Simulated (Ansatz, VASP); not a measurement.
One calculation of CdTe, two programs

The input INCAR:

```
PREC     = Accurate       # precision mode
ENCUT    = 520            # plane-wave cutoff, eV
EDIFF    = 1E-6           # SCF threshold, eV
ISMEAR   = 0              # smearing method
SIGMA    = 0.05           # smearing width, eV
LREAL    = F              # projectors in reciprocal space
LASPH    = T              # aspherical terms in the spheres
NELM     = 100            # most SCF steps
ALGO     = Normal         # electronic algorithm
ISIF     = 2              # what is computed and relaxed
LWAVE    = F              # write WAVECAR
LCHARG   = F              # write CHGCAR
GGA      = PE             # functional
NBANDS   = 16             # bands
```

File KPOINTS:

```
Automatic mesh
0
Gamma
  10 10 10
```

The input POSCAR:

```
CdTe
1.0
    0.0000000000      3.2590563829      3.2590563829
    3.2590563829      0.0000000000      3.2590563829
    3.2590563829      3.2590563829      0.0000000000
Cd Te
1 1
Direct
    0.0000000000      0.0000000000      0.0000000000
    0.7500000000      0.7500000000      0.7500000000
```

Input for Ansatz:

```yaml
crystal:
  lattice:
    - [0.0, 3.2590563829, 3.2590563829]
    - [3.2590563829, 0.0, 3.2590563829]
    - [3.2590563829, 3.2590563829, 0.0]
  atoms:
    - { symbol: Cd, position: [0.0, 0.0, 0.0] }
    - { symbol: Te, position: [0.75, 0.75, 0.75] }
basis:
  ecutwfc: 420
kpoints:
  mp_grid: { grid: [10, 10, 10] }
hamiltonian:
  xc: pbe
scf:
  occupations: { method: gaussian, width: 0.05 }
output:
  forces: true
  stress: true
  eigenvalues: true
  write_density: true
  write_potential: true
  elf: true
  volumetric_format: npy
```

Change from the starting cell: strain -0.015 along x and y, -0.015 along z, atoms carried along.

Alike in both runs: task single point; functional PBE; k mesh 10 × 10 × 10; occupations gaussian, width 0.05 eV; no spin polarisation.

```csv
,VASP,Ansatz
version,VASP 6.6.1,Ansatz 0.2.0
potentials or method,"VASP PAW PBE potentials, release 64 (Cd, Te), cutoff 520 eV","scalar-relativistic, plane waves, PAW"
valence electrons in the cell,18,36
```

|  | VASP | Ansatz | Ansatz less VASP |
| --- | --- | --- | --- |
| gap on the k mesh at the Fermi level (eV) | 0.72 | 0.72 | +0.001 |
| least direct gap on the mesh (eV) | 0.72 | 0.72 | +0.001 |
| pressure (GPa) | 1.9 | 1.8 | -0.13 |

With one functional, cell and mesh, what is left measures potentials, basis and numerics. VASP's potentials hold 18 valence electrons a cell and Ansatz's 36, so a difference there can come from the potentials and not from the codes.

Spin-orbit coupling is off throughout.
